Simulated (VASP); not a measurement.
# Li (P6_3/mmc) in VASP: notebook, part 2 of 2

VASP 6.6.1.

## (4) Relaxation of cell and atoms, PBEsol, target pressure 4.1 GPa, at which the enthalpy is minimised

This run uses another cell than the first one: it holds 4 atoms, not 2.

Contents of INCAR:

```
SYSTEM = Li
PREC = Accurate ; ENCUT = 600
EDIFF = 1E-6 ; ISMEAR = -1
SIGMA = 0.05 ; LREAL = .False.
LASPH = .True. ; NELM = 100
ALGO = Normal ; ISIF = 3
LWAVE = .False. ; LCHARG = .False.
GGA = PS ; IBRION = 2
NSW = 60 ; EDIFFG = -0.005
PSTRESS = 41.0
```

Contents of KPOINTS:

```
Automatic mesh
0
Gamma
  10 10 6
  0 0 0
```

Contents of POSCAR:

```
Li
1.0
    3.7612910708      0.0000000000      0.0000000000
   -1.8806455354      3.2573736184      0.0000000000
    0.0000000000      0.0000000000      5.3410333206
Li
4
Direct
    0.0000000000      0.0000000000      0.0000000000
    0.0000000000      0.0000000000      0.5000000000
    0.3333333333      0.6666666667      0.2500000000
    0.6666666667      0.3333333333      0.7500000000
```

Potentials or basis: VASP PAW PBE potentials, release 64 (Li_sv).

On the command line:

```
$ cat potpaw_PBE.64/Li_sv/POTCAR > POTCAR
$ mpirun -np 1 vasp_std > vasp.out
```

OUTCAR:

```text
SYSTEM = Li
   PREC = Accurate
   ENCUT = 600
   EDIFF = 1E-6
   ISMEAR = -1
   LREAL = .False.
   LASPH = .True.
   NELM = 100
   ISIF = 3
   GGA = PS
   IBRION = 2
   NSW = 60
   EDIFFG = -0.005
   PSTRESS = 41.0

 ion  position               nearest neighbor table
   1  0.000  0.000  0.000-   3 2.55   4 2.55   4 2.55   3 2.55   4 2.55   3 2.55
   2  0.000  0.000  0.500-   3 2.55   4 2.55   4 2.55   3 2.55   4 2.55   3 2.55
   3  0.333  0.667  0.250-   1 2.55   2 2.55   1 2.55   2 2.55   1 2.55   2 2.55
   4  0.667  0.333  0.750-   1 2.55   2 2.55   1 2.55   2 2.55   1 2.55   2 2.55

  LATTYP: Found a hexagonal cell.
 ALAT       =     3.7612910708
 C/A-ratio  =     1.4200000000

  Lattice vectors:

 A1 = (   3.7612910708,   0.0000000000,   0.0000000000)
 A2 = (  -1.8806455354,   3.2573736184,   0.0000000000)
 A3 = (   0.0000000000,   0.0000000000,   5.3410333206)

Analysis of symmetry for initial positions (statically):
=====================================================================
 Subroutine PRICEL returns:
 Original cell was already a primitive cell.

 Routine SETGRP: Setting up the symmetry group for a
 hexagonal supercell.

 Subroutine GETGRP returns: Found 24 space group operations
 (whereof 12 operations were pure point group operations)
 out of a pool of 24 trial point group operations.

The static configuration has the point symmetry D_3d.
 The point group associated with its full space group is D_6h.

Analysis of symmetry for dynamics (positions and initial velocities):
=====================================================================
 Subroutine PRICEL returns:
 Original cell was already a primitive cell.

 Routine SETGRP: Setting up the symmetry group for a
 hexagonal supercell.

 Subroutine GETGRP returns: Found 24 space group operations
 (whereof 12 operations were pure point group operations)
[... 146 lines left out ...]

 number of electron      12.0000004 magnetization

 Free energy of the ion-electron system (eV)
  ---------------------------------------------------
  ext. energy  EPLUGINS =         0.00000000
  ---------------------------------------------------
  free energy    TOTEN  =        -6.82729431 eV

  energy without entropy =       -6.82005851  energy(sigma->0) =       -6.82367641

------------------------ aborting loop because EDIFF is reached ----------------------------------------

  FORCE on cell =-STRESS in cart. coord.  units (eV):
  Direction    XX          YY          ZZ          XY          YZ          ZX
  --------------------------------------------------------------------------------------
  -------------------------------------------------------------------------------------
  Total        1.2893261      1.2893261      3.0328285     -0.0000000     -0.0000000      0.0000000
  in kB       31.5677447     31.5677447     74.2555011     -0.0000000     -0.0000000      0.0000000
  external PRESSURE =       4.7969969 kB  Pullay stress =      41.0000000 kB
[... 103 lines left out ...]
  energy  without entropy=       -6.9655225181  energy(sigma->0) =       -6.96811122

  enthalpy is  TOTEN    =        -5.2521094396 eV   P V=        1.7185904763

[... ionic steps 4 to 12 ...]

--------------------------------------- Ionic step       13  -------------------------------------------

 number of electron      11.9999980 magnetization

------------------------ aborting loop because EDIFF is reached ----------------------------------------
[... 75 lines left out ...]
--------------------------------------- Ionic step       15  -------------------------------------------

 number of electron      11.9999978 magnetization

 Free energy of the ion-electron system (eV)
  ---------------------------------------------------
  ext. energy  EPLUGINS =         0.00000000
  ---------------------------------------------------
  free energy    TOTEN  =        -7.12041615 eV

  energy without entropy =       -7.10616779  energy(sigma->0) =       -7.11329197

 E-fermi :   1.4911     XC(G=0):  -7.7493

 val. band max:        1.4566519020   @ k =   0.4000   0.0000   0.0000
 cond. band min:       1.4994779235   @ k =   0.0000   0.0000   0.3333
 fundamental gap:      0.0428260216
 Fermi energy:         1.4910940193

 k-point     1 :       0.0000    0.0000    0.0000
  band No.  band energies     occupation
      1     -44.2557      2.00000
      2     -44.2060      2.00000
      3     -44.1582      2.00000
      4     -44.1105      2.00000
      5      -2.3055      2.00000
      6      -0.2050      2.00000
      7      -0.1783      2.00000
      8       5.1815      0.00000
      9       9.2759      0.00000
     10      11.6385      0.00000
[... 287 lines left out ...]
 k-point    24 :       0.4000    0.1000    0.1667
  band No.  band energies     occupation
      1     -44.2069      2.00000
      2     -44.1976      2.00000
      3     -44.1487      2.00000
      4     -44.1411      2.00000
      5       0.4398      2.00000
      6       1.4094      1.67355
      7       2.2807      0.00000
      8       2.8682      0.00000
      9       5.5049      0.00000
     10       6.0698      0.00000

 [... further k-points ...]
[... 5 lines left out ...]
  --------------------------------------------------------------------------------------
  -------------------------------------------------------------------------------------
  Total        1.5623152      1.5623152      1.5557224      0.0000000      0.0000000      0.0000000
  in kB       40.9778210     40.9778210     40.8048993      0.0000000      0.0000000      0.0000000
  external PRESSURE =      -0.0798196 kB  Pullay stress =      41.0000000 kB
[... 23 lines left out ...]
  energy  without entropy=       -7.1061677888  energy(sigma->0) =       -7.11329197

  enthalpy is  TOTEN    =        -5.5572553691 eV   P V=        1.5631607858

 reached required accuracy - stopping structural energy minimisation
```

OSZICAR:

```text
N       E                     dE             d eps       ncg     rms          rms(c)
DAV:   1     0.320618494564E+02    0.32062E+02   -0.57977E+03  1120   0.127E+03
DAV:   2     0.239140922957E+01   -0.29670E+02   -0.28994E+02  1212   0.201E+02
DAV:   3    -0.650403063300E+01   -0.88954E+01   -0.88323E+01  2176   0.627E+01
[... 121 lines left out ...]
       N       E                     dE             d eps       ncg     rms          rms(c)
DAV:   1    -0.712018969945E+01    0.56182E-02   -0.37672E-02  1162   0.266E+00    0.164E-01
DAV:   2    -0.712042684631E+01   -0.23715E-03   -0.25493E-03  1624   0.421E-01    0.132E-01
DAV:   3    -0.712040913219E+01    0.17714E-04   -0.99075E-05  1452   0.114E-01    0.125E-02
DAV:   4    -0.712041679950E+01   -0.76673E-05   -0.58776E-05  1586   0.556E-02    0.855E-03
DAV:   5    -0.712041615484E+01    0.64465E-06   -0.12218E-06   848   0.138E-02
  15 F= -.55572554E+01 E0= -.55501312E+01  d E =-.199202E-03
```

It took 7.1 min on 1 thread of Intel Xeon 8259CL, shared host; peak memory 0.21 GiB.

Results:

* Free energy: -7.1204 eV
* Relaxed volume: 15.27 Å³/atom
* Relaxed cell: a = 3.170 Å, b = 3.170 Å, c = 7.019 Å, α = 90.00°, β = 90.00°, γ = 120.00°
* Space group after relaxing (to 0.1 Å): P6_3/mmc (No. 194)
* Energy change on relaxing (the run minimises the enthalpy): -73.3 meV/atom
* Ionic steps: 15
* Pressure after relaxing: 4.1 GPa
* Band gap on the k mesh: zero (bands 6 and 7 overlap by 2.47 eV)

Step by step:
```csv
step,energy change (eV),largest force (eV/Å),pressure (GPa),volume (Å³)
1,0.0000,0.0000,4.58,65.44
2,-0.0374,0.0000,4.31,65.89
3,-0.1434,0.0000,3.69,67.16
4,-0.3118,0.0000,2.66,69.25
5,-0.4170,0.0000,-0.20,71.75
6,-0.3960,0.0000,1.80,70.43
7,-0.3969,0.0000,2.02,68.89
8,-0.3574,0.0000,2.79,64.09
9,-0.3123,0.0000,3.24,62.07
10,-0.3253,0.0000,3.12,62.57
11,-0.3050,0.0000,3.86,61.56
12,-0.2999,0.0000,4.02,61.36
13,-0.3005,0.0000,3.99,61.38
14,-0.2985,0.0000,4.02,61.30
15,-0.2931,0.0000,4.09,61.08
```

Final structure:
```
Li
1.0
     3.17004    0.00000    0.00000
    -1.58502    2.74533    0.00000
     0.00000    0.00000    7.01892
Li
4
Cartesian
  0.0000 0.0000 0.0000
  0.0000 0.0000 3.5095
  0.0000 1.8302 1.7547
  1.5850 0.9151 5.2642
```

Levels at points of the mesh, in eV from the Fermi level:
```tsv
k point	band 2	band 3	band 4	band 5	band 6	band 7	band 8	band 9	band 10
(0.00, 0.00, 0.00)	-45.70	-45.65	-45.60	-3.80	-1.70	-1.67	3.69	7.78	10.15
(0.50, 0.00, 0.00)	-45.69	-45.64	-45.63	-0.93	-0.10	0.59	1.19	4.05	4.29
(0.00, 0.00, 0.50)	-45.73	-45.62	-45.62	-3.29	-3.29	1.04	1.04	10.65	10.65
(0.50, 0.00, 0.50)	-45.69	-45.64	-45.64	-0.60	-0.60	0.87	0.87	5.13	5.13
```

Caveat: the cutoff is under 1.25 times the usual one of these potentials, so pressure, stress and relaxed cells hold a basis-set (Pulay) error; the cell is relaxed towards a set pressure, so the run minimises the enthalpy, not the energy; a cell axis changed by over 15 % at a fixed basis, so the end point is rough; the PAW data sets were made with another functional, which shifts forces and pressure a little.

## (5) Summary

| cell | k mesh | gap on the mesh (eV) | pressure (GPa) |
| --- | --- | --- | --- |
| relaxed to 4.1 GPa from a = 2.857, b = 2.857, c = 4.628 Å, angles 90.0, 90.0, 120.0°, 2 atoms, atomic positions A | 15 × 15 × 8 | none | 4.1 |
| relaxed to 4.1 GPa from a = 2.842, b = 2.842, c = 4.675 Å, angles 90.0, 90.0, 120.0°, 2 atoms, atomic positions A | 15 × 15 × 8 | none | 4.1 |
| relaxed to 4.1 GPa from a = 3.761, b = 3.761, c = 5.341 Å, angles 90.0, 90.0, 120.0°, 4 atoms, atomic positions B | 10 × 10 × 6 | none | 4.1 |

Alike in all rows: task relaxation of cell and atoms; level PBEsol; potentials or basis VASP PAW PBE potentials, release 64 (Li_sv); no spin polarisation; cutoff (eV) 600; smearing fermi-dirac 0.05 eV.

Caveats: the cutoff is under 1.25 times the usual one of these potentials, so pressure, stress and relaxed cells hold a basis-set (Pulay) error; the cell is relaxed towards a set pressure, so the run minimises the enthalpy, not the energy; the PAW data sets were made with another functional, which shifts forces and pressure a little; a cell axis changed by over 15 % at a fixed basis, so the end point is rough (at least some runs).

Absolute energies hang on the potentials; compare differences alone.
